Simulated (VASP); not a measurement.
# C in VASP: settings compared

C is run at these levels: BLYP+D3(BJ), LDA; tasks: relaxation of cell and atoms.

Program: VASP 6.6.1. These are calculated values, not measurements. Logs are shortened: lines on timing, memory, paths and dates and some standing lists are left out, and cuts for length are marked.

**1. The cell of the first run**

The cell holds a slab with vacuum, 2 atoms: a = 2.456 Å, b = 2.456 Å, c = 8.524 Å, α = 90.00°, β = 90.00°, γ = 120.00°.

**2. Relaxation of cell and atoms, BLYP+D3(BJ)**

Contents of INCAR:

```
SYSTEM = C
AGGAC    = 1.0          
AGGAX    = 1.0          
ALDAC    = 0.0          
ALDAX    = 1.0          
ALGO     = Normal         ! electronic algorithm
EDIFF    = 1E-6           ! SCF threshold, eV
EDIFFG   = -0.01          ! ionic threshold
ENCUT    = 600            ! plane-wave cutoff, eV
GGA      = B5             ! functional
IBRION   = 2              ! ionic algorithm
ISIF     = 3              ! what is computed and relaxed
ISMEAR   = -1             ! smearing method
IVDW     = 12             ! dispersion correction
LASPH    = .TRUE.         ! aspherical terms in the spheres
LCHARG   = .FALSE.        ! write CHGCAR
LREAL    = .FALSE.        ! projectors in reciprocal space
LWAVE    = .FALSE.        ! write WAVECAR
NELM     = 100            ! most SCF steps
NSW      = 80             ! ionic steps
PREC     = Accurate       ! precision mode
SIGMA    = 0.1            ! smearing width, eV
VDW_A1   = 0.4298       
VDW_A2   = 4.2359       
VDW_S6   = 1.0          
VDW_S8   = 2.6996
```

Contents of KPOINTS:

```
k-points
0
G
  15 15 4
  0 0 0
```

Contents of POSCAR:

```
C
1.0
    2.4561700000      0.0000000000      0.0000000000
   -1.2280850000      2.1271060000      0.0000000000
    0.0000000000      0.0000000000      8.5238030000
C
2
Direct
    0.3333333333      0.6666666667      0.0000000000
    0.6666666667      0.3333333333      0.0000000000
```

Potentials or basis: VASP PAW PBE potentials, release 64 (C).

On the command line:

```
> cat potpaw_PBE.64/C/POTCAR > POTCAR
> mpirun -np 1 vasp_std > vasp.out
```

OUTCAR:

```text
SYSTEM = C
   EDIFF = 1E-6
   EDIFFG = -0.01
   ENCUT = 600
   GGA = B5
   IBRION = 2
   ISIF = 3
   ISMEAR = -1
   IVDW = 12
   LASPH = .TRUE.
   LREAL = .FALSE.
   NELM = 100
   NSW = 80
   PREC = Accurate
 IVDW          = 12

 ion  position               nearest neighbor table
   1  0.333  0.667  0.000-   2 1.42   2 1.42   2 1.42
   2  0.667  0.333  0.000-   1 1.42   1 1.42   1 1.42

  LATTYP: Found a hexagonal cell.
 ALAT       =     2.4561700000
 C/A-ratio  =     3.4703636149

  Lattice vectors:

 A1 = (   2.4561700000,   0.0000000000,   0.0000000000)
 A2 = (  -1.2280850000,   2.1271060000,   0.0000000000)
 A3 = (   0.0000000000,   0.0000000000,   8.5238030000)

Analysis of symmetry for initial positions (statically):
=====================================================================
 Subroutine PRICEL returns:
 Original cell was already a primitive cell.

 Routine SETGRP: Setting up the symmetry group for a
 hexagonal supercell.

 Subroutine GETGRP returns: Found 24 space group operations
 (whereof 24 operations were pure point group operations)
 out of a pool of 24 trial point group operations.

The static configuration has the point symmetry D_6h.

Analysis of symmetry for dynamics (positions and initial velocities):
=====================================================================
 Subroutine PRICEL returns:
 Original cell was already a primitive cell.

 Routine SETGRP: Setting up the symmetry group for a
 hexagonal supercell.

 Subroutine GETGRP returns: Found 24 space group operations
 (whereof 24 operations were pure point group operations)
 out of a pool of 24 trial point group operations.

The dynamic configuration has the point symmetry D_6h.

 Subroutine INISYM returns: Found 24 space group operations
 (whereof 24 operations are pure point group operations),
 and found     1 'primitive' translations

----------------------------------------------------------------------------------------

                                     Primitive cell

  volume of cell :      44.5329

  direct lattice vectors                    reciprocal lattice vectors
     2.456170000  0.000000000  0.000000000     0.407137942  0.235061158  0.000000000
    -1.228085000  2.127106000  0.000000000     0.000000000  0.470122316  0.000000000
     0.000000000  0.000000000  8.523803000     0.000000000  0.000000000  0.117318526

  length of vectors
     2.456170000  2.456170333  8.523803000     0.470122380  0.470122316  0.117318526

  position of ions in fractional coordinates (direct lattice)
     0.333333333  0.666666667  0.000000000
     0.666666667  0.333333333  0.000000000

  ion indices of the primitive-cell ions
   primitive index   ion index
                 1           1
                 2           2

----------------------------------------------------------------------------------------

 KPOINTS: k-points

Automatic generation of k-mesh.
 Grid dimensions read from file:
 generate k-points for:   15   15    4

 Generating k-lattice:

  Cartesian coordinates                     Fractional coordinates (reciprocal lattice)
     0.027142529  0.015670744  0.000000000     0.066666667  0.000000000  0.000000000
     0.000000000  0.031341488  0.000000000     0.000000000  0.066666667  0.000000000
     0.000000000  0.000000000  0.029329631     0.000000000  0.000000000  0.250000000

  Length of vectors
     0.031341492  0.031341488  0.029329631

  Shift w.r.t. Gamma in fractional coordinates (k-lattice)
     0.000000000  0.000000000  0.000000000

 Subroutine IBZKPT returns following result:
 ===========================================

 Found     81 irreducible k-points:

 Following reciprocal coordinates:
            Coordinates               Weight
  0.000000  0.000000  0.000000      1.000000
  0.066667  0.000000  0.000000      6.000000
  0.133333 -0.000000  0.000000      6.000000
  0.200000  0.000000  0.000000      6.000000
  0.266667 -0.000000  0.000000      6.000000
  0.333333 -0.000000  0.000000      6.000000
[... 16 lines left out ...]
  0.333333  0.200000  0.000000     12.000000
  0.400000  0.200000  0.000000      6.000000
 [... further k-points ...]
   k-points           NKPTS =     81   k-points in BZ     NKDIM =     81   number of bands    NBANDS=      8
   number of dos      NEDOS =    301   number of ions     NIONS =      2
   total plane-waves  NPLWV =  28000
   dimension x,y,z NGX =    20 NGY =   20 NGZ =   70
   dimension x,y,z NGXF=    40 NGYF=   40 NGZF=  140
   ions per type =               2
   NGX,Y,Z   is equivalent  to a cutoff of  13.54, 13.54, 13.65 a.u.
   NGXF,Y,Z  is equivalent  to a cutoff of  27.07, 27.07, 27.31 a.u.
 SYSTEM =  C
   PREC   = accura    normal or accurate (medium, high low for compatibility)
   ISTART =      0    job   : 0-new  1-cont  2-samecut
   ICHARG =      2    charge: 1-file 2-atom 10-const
   ISPIN  =      1    spin polarized calculation?
   LNONCOLLINEAR =      F non collinear calculations
   LSORBIT =      F    spin-orbit coupling
   LASPH  =      T    aspherical Exc in radial PAW
   ENCUT  =  600.0 eV  44.10 Ry    6.64 a.u.   4.91  4.91 17.02*2*pi/ulx,y,z
   NELM   =    100;   NELMIN=  2; NELMDL= -5     # of ELM steps
   EDIFF  = 0.1E-05   stopping-criterion for ELM
   LREAL  =      F    real-space projection
   EDIFFG = -.1E-01   stopping-criterion for IOM
   NSW    =     80    number of steps for IOM
   IBRION =      2    ionic relax: 0-MD 1-quasi-New 2-CG
   NFREE  =      1    steps in history (QN), initial steepest desc. (CG)
   ISIF   =      3    stress and relaxation
   ISYM   =      2    0-nonsym 1-usesym 2-fastsym
   POTIM  = 0.5000    time-step for ionic-motion
   TEBEG  =    0.0;   TEEND  =   0.0 temperature during run
   PSTRESS=    0.0 pullay stress
   NELECT =       8.0000    total number of electrons
   NUPDOWN=      -1.0000    fix difference up-down
   EMIN   =  10.00;   EMAX   =-10.00  energy-range for DOS
   EFERMI =   0.00;   METHOD = LEGACY
   ISMEAR =    -1;   SIGMA  =   0.10  broadening in eV -4-tet -1-fermi 0-gaus
   EFERMI_NEDOS =   21; number of points for ismear=-14 and -15
   IALGO  =     38    algorithm
   IMIX   =      4    mixing-type and parameters
     AMIX     =   0.40;   BMIX     =  1.00
     AMIX_MAG =   1.60;   BMIX_MAG =  1.00
  volume/ion in A,a.u.               =      22.27       150.26
  Fermi-wavevector in a.u.,A,eV,Ry     =   0.923729  1.745594 11.609511  0.853275
  Thomas-Fermi vector in A             =   2.049397
   LORBIT       =      0    0 simple, 1 ext, 2 COOP (PROOUT), +10 PAW based schemes
   GGA     = B5    functional components
   LHFCALC =     F    Hartree Fock is set to
   AEXX    =    0.0000 exact exchange contribution
   IVDW    =    12    specifies the selected vdW correction
   LEPSILON=     F    determine dielectric tensor
   LRPA    =     F    only Hartree local field effects (RPA)
 conjugate gradient relaxation of ions
 non-spin polarized calculation
  energy-cutoff  :      600.00
  volume of cell :       44.53
 maximum number of plane-waves:      1512
 NGX is ok and might be reduce to    20
   NGX =  9   NGY =  9   NGZ = 35

--------------------------------------- Ionic step        1  -------------------------------------------

 number of electron       7.9999999 magnetization

 Free energy of the ion-electron system (eV)
  ---------------------------------------------------
  ext. energy  EPLUGINS =         0.00000000
  ---------------------------------------------------
  free energy    TOTEN  =       -17.34392143 eV

  energy without entropy =      -17.34145100  energy(sigma->0) =      -17.34268622

------------------------ aborting loop because EDIFF is reached ----------------------------------------

 Edisp (eV)   -0.36902

 E8    (eV) :    -0.2284

  FORCE on cell =-STRESS in cart. coord.  units (eV):
  Direction    XX          YY          ZZ          XY          YZ          ZX
  --------------------------------------------------------------------------------------
  -------------------------------------------------------------------------------------
  Total       0.93059     0.93059    -0.05010    -0.00000     0.00000     0.00000
  in kB      33.48028    33.48029    -1.80258    -0.00000     0.00000     0.00000
  external pressure =       21.72 kB  Pullay stress =        0.00 kB
[... 1182 lines left out ...]
 k-point    24 :       0.4000    0.2000    0.0000
  band No.  band energies     occupation
      1      -7.2070      2.00000
      2      -6.1243      2.00000
      3      -2.2103      2.00000
      4       7.2448      0.02478
      5      10.0239      0.00000
      6      16.8996      0.00000
      7      19.4375      0.00000
      8      20.0758      0.00000

 [... further k-points ...]

[... ionic steps 4 to 22 ...]

--------------------------------------- Ionic step       23  -------------------------------------------

 number of electron       8.0000000 magnetization

------------------------ aborting loop because EDIFF is reached ----------------------------------------

 Edisp (eV)   -0.57505

 E8    (eV) :    -0.3380
[... 69 lines left out ...]
  energy  without entropy=      -17.8641707940  energy(sigma->0) =      -17.86496804

--------------------------------------- Ionic step       25  -------------------------------------------

 number of electron       8.0000000 magnetization

 Free energy of the ion-electron system (eV)
  ---------------------------------------------------
  ext. energy  EPLUGINS =         0.00000000
  ---------------------------------------------------
  free energy    TOTEN  =       -17.29211216 eV

  energy without entropy =      -17.29050062  energy(sigma->0) =      -17.29130639

 E-fermi :   4.8368     XC(G=0):  -9.6686

 val. band max:        4.8320641093   @ k =   0.3333   0.3333   0.2500
 cond. band min:       5.3272724417   @ k =   0.3333   0.2667   0.5000
 fundamental gap:      0.4952083324
 Fermi energy:         4.8368400290

 k-point     1 :       0.0000    0.0000    0.0000
  band No.  band energies     occupation
      1     -14.6673      2.00000
      2      -1.7611      2.00000
      3       1.6536      2.00000
      4       1.6536      2.00000
      5       8.9318      0.00000
      6      13.1510      0.00000
      7      13.1510      0.00000
      8      16.2908      0.00000
[... 286 lines left out ...]
  FREE ENERGIE OF THE ION-ELECTRON SYSTEM (eV)
  ---------------------------------------------------
  free  energy   TOTEN  =       -17.8665305115 eV

  energy  without entropy=      -17.8649189709  energy(sigma->0) =      -17.86572474

 reached required accuracy - stopping structural energy minimisation
```

It took 13 min on 1 thread of Intel Xeon Platinum 8375C at 2.90GHz (Ice Lake), shared host; peak memory 0.19 GiB.

What came out:

```yaml
Free_energy: -17.8665 eV
Relaxed_volume: 9.07 Å³/atom
Relaxed_cell: a = 2.469 Å, b = 2.469 Å, c = 3.437 Å, α = 90.00°, β = 90.00°, γ = 120.00°
Space_group_after_relaxing_to_0.05_Å: P6/mmm (No. 191)
Energy_gained_by_relaxing: 76.8 meV/atom
Ionic_steps: 25
Band_gap_on_the_k_mesh: zero (band 4 reaches 5.46 eV, above the bottom of band 5 at 4.28 eV)
Dispersion_energy_per_atom: -0.287 eV
```

Step by step:
```csv
step,energy change (eV),largest force (eV/Å),pressure (GPa),volume (Å³)
1,0.0000,0.0000,2.17,44.53
2,0.0279,0.0000,-4.91,46.50
3,-0.0060,0.0000,-0.10,45.11
4,-0.0060,0.0000,-0.05,45.09
5,-0.0060,0.0000,-0.05,45.05
6,-0.0062,0.0000,-0.05,44.91
7,-0.0064,0.0000,-0.05,44.64
8,-0.0071,0.0000,-0.06,44.10
9,-0.0085,0.0000,-0.08,43.02
10,-0.0118,0.0000,-0.09,40.86
11,-0.0195,0.0000,-0.09,36.53
12,-0.0460,0.0000,-0.20,27.89
13,2.2005,0.0000,67.84,10.62
14,-0.0479,0.0000,-0.23,27.54
15,-0.1476,0.0000,-0.85,19.08
16,0.0559,0.0000,8.02,14.85
17,-0.1523,0.0000,-0.69,18.56
18,-0.1533,0.0000,-0.39,18.01
19,-0.0218,0.0000,28.82,17.23
20,-0.1534,0.0000,0.22,17.99
21,-0.1534,0.0000,0.23,17.99
22,-0.1533,0.0000,0.51,18.26
23,-0.1536,0.0000,0.35,18.12
24,-0.1528,0.0000,-1.94,18.31
25,-0.1536,0.0000,0.04,18.15
```

Final structure:
```cif
data_structure
_symmetry_space_group_name_H-M 'P 1'
_symmetry_Int_Tables_number 1
_cell_length_a 2.4693
_cell_length_b 2.4693
_cell_length_c 3.4368
_cell_angle_alpha 90.000
_cell_angle_beta 90.000
_cell_angle_gamma 120.000
_cell_volume 18.15
loop_
_atom_site_label
_atom_site_type_symbol
_atom_site_fract_x
_atom_site_fract_y
_atom_site_fract_z
_atom_site_occupancy
C1 C 0.33333 0.66667 0.00000 1
C2 C 0.66667 0.33333 0.00000 1
```

Levels at points of the mesh, in eV from the Fermi level:
```tsv
k point	band 1	band 2	band 3	band 4	band 5	band 6	band 7	band 8
(0.00, 0.00, 0.00)	-19.50	-6.60	-3.18	-3.18	4.09	8.31	8.31	11.45
(0.00, 0.00, 0.50)	-19.25	-8.36	-3.16	-3.16	8.40	8.40	10.02	11.11
```

Caveat: the volume moved by over 15 % at a fixed basis, so the end points are rough; the PAW data sets were made with another functional, which shifts forces and pressure a little.

**3. Relaxation of cell and atoms, LDA**

Contents of INCAR:

```
ALGO = Normal ; EDIFF = 1E-6
EDIFFG = -0.01 ; ENCUT = 600
GGA = CA ; IBRION = 2
ISIF = 3 ; ISMEAR = -1
LASPH = T ; LCHARG = F
LREAL = F ; LWAVE = F
NELM = 60 ; NSW = 80
PREC = Accurate ; SIGMA = 0.1
```

Contents of KPOINTS:

```
k-points
0
Gamma
  15 15 4
```

POSCAR is that of step 2.

Potentials or basis: VASP PAW LDA potentials, release 64 (C).

On the command line:

```
> cat potpaw_LDA.64/C/POTCAR > POTCAR
> mpirun -np 1 vasp_std > vasp.out
```

It took 8.2 min on 1 thread of Intel Xeon Platinum 8375C at 2.90GHz (Ice Lake), shared host; peak memory 0.16 GiB.

Results (log left out):

```
Free energy                            : -20.2278 eV
Relaxed volume                         : 9.23 Å³/atom
Relaxed cell                           : a = 2.446 Å, b = 2.446 Å, c = 3.565 Å, α = 90.00°, β = 90.00°, γ = 120.00°
Space group after relaxing (to 0.05 Å) : P6/mmm (No. 191)
Energy gained by relaxing              : 24.1 meV/atom
Ionic steps                            : 23
Band gap on the k mesh                 : zero (band 4 reaches 4.68 eV, above the bottom of band 5 at 3.72 eV)
```

Step by step:
```csv
step,energy change (eV),largest force (eV/Å),pressure (GPa),volume (Å³)
1,0.0000,0.0000,-1.43,44.53
2,0.0112,0.0000,3.40,43.26
3,-0.0024,0.0000,-0.06,44.15
4,-0.0024,0.0000,-0.04,44.15
5,-0.0024,0.0000,-0.04,44.11
6,-0.0026,0.0000,-0.04,43.99
7,-0.0028,0.0000,-0.04,43.75
8,-0.0033,0.0000,-0.04,43.28
9,-0.0044,0.0000,-0.04,42.33
10,-0.0065,0.0000,-0.03,40.44
11,-0.0103,0.0000,0.03,36.67
12,-0.0154,0.0000,0.18,29.11
13,0.2177,0.0000,9.26,14.03
14,-0.0156,0.0000,0.18,28.81
15,-0.0345,0.0000,0.27,21.42
16,-0.0449,0.0000,1.01,17.72
17,-0.0435,0.0000,0.31,19.87
18,-0.0480,0.0000,0.55,18.80
19,-0.0480,0.0000,0.71,18.29
20,0.0170,0.0000,-16.08,19.32
21,-0.0481,0.0000,0.04,18.33
22,-0.0481,0.0000,0.06,18.33
23,-0.0483,0.0000,0.11,18.46
```

Final structure:
```
C
1.0
     2.44554    0.00000    0.00000
    -1.22277    2.11790    0.00000
     0.00000    0.00000    3.56480
C
2
Direct
  0.33333 0.66667 0.00000
  0.66667 0.33333 0.00000
```

Levels at points of the mesh, in eV from the Fermi level:
```
           k point  band 1  band 2  band 3  band 4  band 5  band 6  band 7  band 8
(0.00, 0.00, 0.00)  -19.57   -7.01   -3.01   -3.01    3.33    8.42    8.42   11.78
(0.00, 0.00, 0.50)  -19.37   -8.51   -2.99   -2.99    8.48    8.48    8.67   15.49
```

Caveat: the volume moved by over 15 % at a fixed basis, so the end points are rough.
